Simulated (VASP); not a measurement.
Here is a VASP 6.6.1 calculation.

Contents of INCAR:

```
SYSTEM = MgI2
ALGO = Normal
EDIFF = 1E-7
EDIFFG = -0.008
ENCUT = 600
GGA = PE
IBRION = 2
ISIF = 3
ISMEAR = 0
LASPH = .TRUE.
LCHARG = .FALSE.
LREAL = .FALSE.
LWAVE = .FALSE.
NELM = 60
NSW = 70
PREC = Accurate
PSTRESS = 500.0
SIGMA = 0.02
```

The input KPOINTS:

```
k-points
0
G
  12 12 6
  0 0 0
```

File POSCAR:

```
MgI2
1.0
    3.5480567784      0.0000000000      0.0000000000
   -1.7740283892      3.0727073041      0.0000000000
    0.0000000000      0.0000000000      5.7798171451
Mg I
1 2
Direct
    0.0000000000      0.0000000000      0.0000000000
    0.3333333333      0.6666666667      0.7217103346
    0.6666666667      0.3333333333      0.2782896654
```

Potentials or basis: VASP PAW PBE potentials, release 64 (Mg, I).

Run with:

```bash
$ cat potpaw_PBE.64/Mg/POTCAR potpaw_PBE.64/I/POTCAR > POTCAR
$ mpirun -np 1 vasp_std > vasp.out
```

**Question.** Predict the relaxed volume.

**Answer.** 19.35 Å³/atom.

**Question.** What does it give for the band gap on the k mesh?

**Answer.** 1.58 eV, indirect (least direct gap 3.28 eV).

Step by step:
```
step  energy change (eV)  largest force (eV/Å)  pressure (GPa)  volume (Å³)
   1              0.0000                0.4164           36.38        63.01
   2              5.9361                1.7282          104.55        48.09
   3              1.1427                0.7491           49.26        58.68
   4              1.2294                0.7707           50.24        58.40
   5              1.2574                0.7777           50.56        58.31
   6              1.3222                0.0028           50.47        57.99
   7              1.3325                0.0807           50.47        57.96
   8              1.2047                0.0396           48.92        58.36
   9              1.2408                0.0510           49.36        58.25
  10              1.3444                0.0717           50.51        57.91
  11              1.2973                0.0166           49.99        58.06
  12              1.2962                0.0153           49.98        58.07
  13              1.3005                0.0027           50.01        58.05
```

Caveat: the cell is relaxed towards a set pressure, so the enthalpy falls and the energy may rise; spin-orbit coupling is left out, which moves the levels of the heavy elements. A k mesh can miss the band edges.
